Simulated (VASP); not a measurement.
# Sr3ZnB2 (P6/mmm) in VASP: single point with r2SCAN

Aim: the single point of Sr3ZnB2 with r2SCAN.

Everything below comes from runs of VASP 6.6.1. Logs are shortened: lines on timing, memory, paths and dates and some standing lists are left out, and cuts for length are marked.

**1. The cell of the first run**

The structure is hexagonal, space group P6/mmm (No. 191). Conventional cell: a = 7.796 Å, b = 7.796 Å, c = 3.522 Å, α = 90.00°, β = 90.00°, γ = 120.00°. B (site symmetry -6m2) has 6 Sr at 2.86 Å and 2 B at 3.52 Å within 3.8 Å. Sr (site symmetry mmm) has 4 B at 2.86 Å and 6 Sr at 3.52 to 3.90 Å within 3.9 Å. Zn (site symmetry 6/mmm) has 2 Zn at 3.52 Å and 12 Sr at 4.28 Å and 6 B at 4.50 Å within 4.6 Å.

**2. Single point, r2SCAN**

Contents of POSCAR:

```
Sr3ZnB2
1.0
    3.8977822375      6.7511568722      0.0000000000
   -3.8977822375      6.7511568722      0.0000000000
    0.0000000000      0.0000000000      3.5216392353
B Sr Zn
2 3 1
Direct
    0.3333333333      0.3333333333      0.0000000000
    0.6666666667      0.6666666667      0.0000000000
    0.5000000000      0.5000000000      0.5000000000
    0.5000000000      0.0000000000      0.5000000000
    0.0000000000      0.5000000000      0.5000000000
    0.0000000000      0.0000000000      0.0000000000
```

Contents of INCAR.step1:

```
ALGO = Normal
EDIFF = 1E-5
ENCUT = 550
GGA = PE
GGA_COMPAT = False
ISMEAR = -1
LASPH = True
LCHARG = False
LREAL = False
LWAVE = True
NBANDS = 33
NELM = 120
PREC = Accurate
SIGMA = 0.0562
```

Contents of INCAR.step2:

```
ALGO = Normal
EDIFF = 1E-6
ENCUT = 550
GGA_COMPAT = False
ISIF = 2
ISMEAR = -1
ISTART = 1
LASPH = True
LCHARG = False
LMIXTAU = True
LREAL = False
LWAVE = False
METAGGA = R2SCAN
NBANDS = 33
NELM = 120
PREC = Accurate
SIGMA = 0.0562
```

Contents of KPOINTS:

```
k-points
0
Gamma
  7 7 9
```

Potentials or basis: VASP PAW PBE potentials, release 64 (B, Sr_sv, Zn).

Launch:

```bash
$ cat potpaw_PBE.64/B/POTCAR potpaw_PBE.64/Sr_sv/POTCAR potpaw_PBE.64/Zn/POTCAR > POTCAR
$ cp INCAR.step1 INCAR
$ mpirun -np 1 vasp_std > vasp.out
$ cp INCAR.step2 INCAR
$ mpirun -np 1 vasp_std > vasp.out
```

OUTCAR:

```text
EDIFF = 1E-6
   ENCUT = 550
   ISIF = 2
   ISMEAR = -1
   ISTART = 1
   LASPH = True
   LREAL = False
   METAGGA = R2SCAN
   NELM = 120
   PREC = Accurate

 ion  position               nearest neighbor table
   1  0.333  0.333  0.000-   4 2.86   5 2.86   4 2.86   5 2.86   3 2.86   3 2.86
   2  0.667  0.667  0.000-   4 2.86   5 2.86   4 2.86   5 2.86   3 2.86   3 2.86
   3  0.500  0.500  0.500-   1 2.86   2 2.86   1 2.86   2 2.86   4 3.90   5 3.90   4 3.90   5 3.90

   4  0.500  0.000  0.500-   1 2.86   2 2.86   1 2.86   2 2.86   5 3.90   5 3.90   3 3.90   3 3.90

   5  0.000  0.500  0.500-   1 2.86   2 2.86   1 2.86   2 2.86   4 3.90   4 3.90   3 3.90   3 3.90

   6  0.000  0.000  0.000-

  LATTYP: Found a hexagonal cell.
 ALAT       =     7.7955644750
 C/A-ratio  =     0.4517491000

  Lattice vectors:

 A1 = (   3.8977822375,  -6.7511568722,   0.0000000000)
 A2 = (   3.8977822375,   6.7511568722,   0.0000000000)
 A3 = (   0.0000000000,   0.0000000000,   3.5216392353)

Analysis of symmetry for initial positions (statically):
=====================================================================
 Subroutine PRICEL returns:
 Original cell was already a primitive cell.

 Routine SETGRP: Setting up the symmetry group for a
 hexagonal supercell.

 Subroutine GETGRP returns: Found 24 space group operations
 (whereof 24 operations were pure point group operations)
 out of a pool of 24 trial point group operations.

The static configuration has the point symmetry D_6h.

Analysis of symmetry for dynamics (positions and initial velocities):
=====================================================================
 Subroutine PRICEL returns:
 Original cell was already a primitive cell.

 Routine SETGRP: Setting up the symmetry group for a
 hexagonal supercell.

 Subroutine GETGRP returns: Found 24 space group operations
 (whereof 24 operations were pure point group operations)
 out of a pool of 24 trial point group operations.

The dynamic configuration has the point symmetry D_6h.

 Subroutine INISYM returns: Found 24 space group operations
 (whereof 24 operations are pure point group operations),
 and found     1 'primitive' translations

----------------------------------------------------------------------------------------

                                     Primitive cell

  volume of cell :     185.3406

  direct lattice vectors                    reciprocal lattice vectors
     3.897782237  6.751156872  0.000000000     0.128278074  0.074061381  0.000000000
    -3.897782237  6.751156872  0.000000000    -0.128278074  0.074061381  0.000000000
     0.000000000  0.000000000  3.521639235     0.000000000  0.000000000  0.283958672

  length of vectors
     7.795564475  7.795564475  3.521639235     0.148122762  0.148122762  0.283958672

  position of ions in fractional coordinates (direct lattice)
     0.333333333  0.333333333  0.000000000
     0.666666667  0.666666667  0.000000000
     0.500000000  0.500000000  0.500000000
     0.500000000  0.000000000  0.500000000
     0.000000000  0.500000000  0.500000000
     0.000000000  0.000000000  0.000000000

  ion indices of the primitive-cell ions
   primitive index   ion index
                 1           1
                 2           2
                 3           3
                 4           4
                 5           5
                 6           6

----------------------------------------------------------------------------------------

 KPOINTS: k-points

Automatic generation of k-mesh.
 Grid dimensions read from file:
 generate k-points for:    7    7    9

 Generating k-lattice:

  Cartesian coordinates                     Fractional coordinates (reciprocal lattice)
     0.018325439  0.010580197  0.000000000     0.142857143  0.000000000  0.000000000
    -0.018325439  0.010580197  0.000000000     0.000000000  0.142857143  0.000000000
     0.000000000  0.000000000  0.031550964     0.000000000  0.000000000  0.111111111

  Length of vectors
     0.021160395  0.021160395  0.031550964

  Shift w.r.t. Gamma in fractional coordinates (k-lattice)
     0.000000000  0.000000000  0.000000000

 Subroutine IBZKPT returns following result:
 ===========================================

 Found     40 irreducible k-points:

 Following reciprocal coordinates:
            Coordinates               Weight
  0.000000  0.000000  0.000000      1.000000
  0.142857  0.000000  0.000000      6.000000
  0.285714  0.000000  0.000000      6.000000
  0.428571  0.000000  0.000000      6.000000
  0.285714  0.142857  0.000000      6.000000
  0.428571  0.142857  0.000000     12.000000
[... 16 lines left out ...]
 -0.428571  0.142857  0.222222     12.000000
 -0.428571  0.285714  0.222222     12.000000
 [... further k-points ...]
   k-points           NKPTS =     40   k-points in BZ     NKDIM =     40   number of bands    NBANDS=     33
   number of dos      NEDOS =    301   number of ions     NIONS =      6
   total plane-waves  NPLWV = 100800
   dimension x,y,z NGX =    60 NGY =   60 NGZ =   28
   dimension x,y,z NGXF=   120 NGYF=  120 NGZF=   56
   ions per type =               2   3   1
   NGX,Y,Z   is equivalent  to a cutoff of  12.80, 12.80, 13.22 a.u.
   NGXF,Y,Z  is equivalent  to a cutoff of  25.59, 25.59, 26.44 a.u.
 SYSTEM =  unknown system
   PREC   = accura    normal or accurate (medium, high low for compatibility)
   ISTART =      1    job   : 0-new  1-cont  2-samecut
   ICHARG =      0    charge: 1-file 2-atom 10-const
   ISPIN  =      1    spin polarized calculation?
   LNONCOLLINEAR =      F non collinear calculations
   LSORBIT =      F    spin-orbit coupling
   LASPH  =      T    aspherical Exc in radial PAW
   ENCUT  =  550.0 eV  40.42 Ry    6.36 a.u.  14.91 14.91  6.73*2*pi/ulx,y,z
   NELM   =    120;   NELMIN=  2; NELMDL=  0     # of ELM steps
   EDIFF  = 0.1E-05   stopping-criterion for ELM
   LREAL  =      F    real-space projection
   EDIFFG = 0.1E-04   stopping-criterion for IOM
   NSW    =      0    number of steps for IOM
   IBRION =     -1    ionic relax: 0-MD 1-quasi-New 2-CG
   NFREE  =      0    steps in history (QN), initial steepest desc. (CG)
   ISIF   =      2    stress and relaxation
   ISYM   =      2    0-nonsym 1-usesym 2-fastsym
   POTIM  = 0.5000    time-step for ionic-motion
   TEBEG  =    0.0;   TEEND  =   0.0 temperature during run
   PSTRESS=    0.0 pullay stress
   NELECT =      48.0000    total number of electrons
   NUPDOWN=      -1.0000    fix difference up-down
   EMIN   =  10.00;   EMAX   =-10.00  energy-range for DOS
   EFERMI =   0.00;   METHOD = LEGACY
   ISMEAR =    -1;   SIGMA  =   0.06  broadening in eV -4-tet -1-fermi 0-gaus
   EFERMI_NEDOS =   21; number of points for ismear=-14 and -15
   IALGO  =     38    algorithm
   IMIX   =      4    mixing-type and parameters
     AMIX     =   0.40;   BMIX     =  1.00
     AMIX_MAG =   1.60;   BMIX_MAG =  1.00
  volume/ion in A,a.u.               =      30.89       208.46
  Fermi-wavevector in a.u.,A,eV,Ry     =   1.043514  1.971956 14.815682  1.088922
  Thomas-Fermi vector in A             =   2.178227
   LORBIT       =      0    0 simple, 1 ext, 2 COOP (PROOUT), +10 PAW based schemes
   METAGGA = R2SCAN    functional components
   LHFCALC =     F    Hartree Fock is set to
   AEXX    =    0.0000 exact exchange contribution
   IVDW    =     0    specifies the selected vdW correction
   LEPSILON=     F    determine dielectric tensor
   LRPA    =     F    only Hartree local field effects (RPA)
 non-spin polarized calculation
  energy-cutoff  :      550.00
  volume of cell :      185.34
 maximum number of plane-waves:      5457
   NGX = 29   NGY = 29   NGZ = 13

 number of electron      47.9999995 magnetization

 Free energy of the ion-electron system (eV)
  ---------------------------------------------------
  ext. energy  EPLUGINS =         0.00000000
  ---------------------------------------------------
  free energy    TOTEN  =       -64.13118147 eV

  energy without entropy =      -64.05805462  energy(sigma->0) =      -64.09461804

 E-fermi :   1.3581     XC(G=0):  -8.6159

 val. band max:        1.3441502910   @ k =   0.4286   0.0000   0.4444
 cond. band min:       1.3604626457   @ k =   0.4286   0.1429   0.0000
 fundamental gap:      0.0163123548
 Fermi energy:         1.3581281712

 k-point     1 :       0.0000    0.0000    0.0000
  band No.  band energies     occupation
      1     -35.1656      2.00000
      2     -35.1383      2.00000
      3     -35.1383      2.00000
      4     -16.8190      2.00000
      5     -16.7726      2.00000
      6     -16.7726      2.00000
[... 25 lines left out ...]
     32       4.4730      0.00000
     33       5.3584      0.00000

 k-point     2 :       0.1429    0.0000    0.0000
  band No.  band energies     occupation
      1     -35.1644      2.00000
      2     -35.1395      2.00000
      3     -35.1383      2.00000
      4     -16.8029      2.00000
      5     -16.7699      2.00000
      6     -16.7644      2.00000
[... 25 lines left out ...]
     32       4.7877      0.00000
     33       5.2818      0.00000

 k-point     3 :       0.2857    0.0000    0.0000
  band No.  band energies     occupation
      1     -35.1612      2.00000
      2     -35.1427      2.00000
      3     -35.1383      2.00000
      4     -16.7822      2.00000
      5     -16.7419      2.00000
      6     -16.7384      2.00000
[... 25 lines left out ...]
     32       4.7898      0.00000
     33       5.7763      0.00000

 k-point     4 :       0.4286    0.0000    0.0000
  band No.  band energies     occupation
      1     -35.1573      2.00000
      2     -35.1466      2.00000
      3     -35.1383      2.00000
      4     -16.7796      2.00000
      5     -16.7130      2.00000
      6     -16.6734      2.00000
[... 673 lines left out ...]
     32       5.0544      0.00000
     33       5.2029      0.00000

 k-point    23 :      -0.4286    0.1429    0.2222
  band No.  band energies     occupation
      1     -35.1326      2.00000
      2     -35.1256      2.00000
      3     -35.1158      2.00000
      4     -16.7311      2.00000
      5     -16.6790      2.00000
      6     -16.6486      2.00000
[... 25 lines left out ...]
     32       5.1551      0.00000
     33       5.2112      0.00000

 k-point    24 :      -0.4286    0.2857    0.2222
  band No.  band energies     occupation
      1     -35.1316      2.00000
      2     -35.1267      2.00000
      3     -35.1158      2.00000
      4     -16.7195      2.00000
      5     -16.6863      2.00000
      6     -16.6549      2.00000
[... 25 lines left out ...]
     32       5.1126      0.00000
     33       5.1414      0.00000

 [... further k-points ...]

------------------------ aborting loop because EDIFF is reached ----------------------------------------

  FORCE on cell =-STRESS in cart. coord.  units (eV):
  Direction    XX          YY          ZZ          XY          YZ          ZX
  --------------------------------------------------------------------------------------
  -------------------------------------------------------------------------------------
  Total        0.0961892      0.0961892      0.1436327      0.0000000      0.0000000     -0.0000000
  in kB        0.8315081      0.8315081      1.2416334      0.0000000      0.0000000     -0.0000000
  external PRESSURE =       0.9682165 kB  Pullay stress =       0.0000000 kB

 VOLUME and BASIS-vectors are now :
 -----------------------------------------------------------------------------
  energy-cutoff  :      550.00
  volume of cell :      185.34
      direct lattice vectors                 reciprocal lattice vectors
     3.897782237  6.751156872  0.000000000     0.128278074  0.074061381  0.000000000
    -3.897782237  6.751156872  0.000000000    -0.128278074  0.074061381  0.000000000
     0.000000000  0.000000000  3.521639235     0.000000000  0.000000000  0.283958672

 POSITION                                       TOTAL-FORCE (eV/Angst)
 -----------------------------------------------------------------------------------
      0.00000      4.50077      0.00000        -0.000000     -0.000000      0.000000
      0.00000      9.00154      0.00000         0.000000      0.000000      0.000000
      0.00000      6.75116      1.76082        -0.000000     -0.000000      0.000000
      1.94889      3.37558      1.76082        -0.000000     -0.000000      0.000000
     -1.94889      3.37558      1.76082        -0.000000     -0.000000      0.000000
      0.00000      0.00000      0.00000        -0.000000     -0.000000      0.000000
 -----------------------------------------------------------------------------------
    total drift:                               -0.000000     -0.000000      0.000000

  FREE ENERGIE OF THE ION-ELECTRON SYSTEM (eV)
  ---------------------------------------------------
  free  energy   TOTEN  =       -64.1311814678 eV

  energy  without entropy=      -64.0580546176  energy(sigma->0) =      -64.09461804
```

Wall time 11 min (1 thread of Intel Xeon Platinum 8488C (Sapphire Rapids), shared host); peak memory 0.51 GiB.

What came out:

| Item | Value |
| --- | --- |
| Free energy | -64.1312 eV |
| Pressure | 0.1 GPa |
| Band gap on the k mesh | zero (bands 24 and 25 overlap by 0.29 eV) |

Caveat: the PAW data sets were made with another functional, which shifts forces and pressure a little.
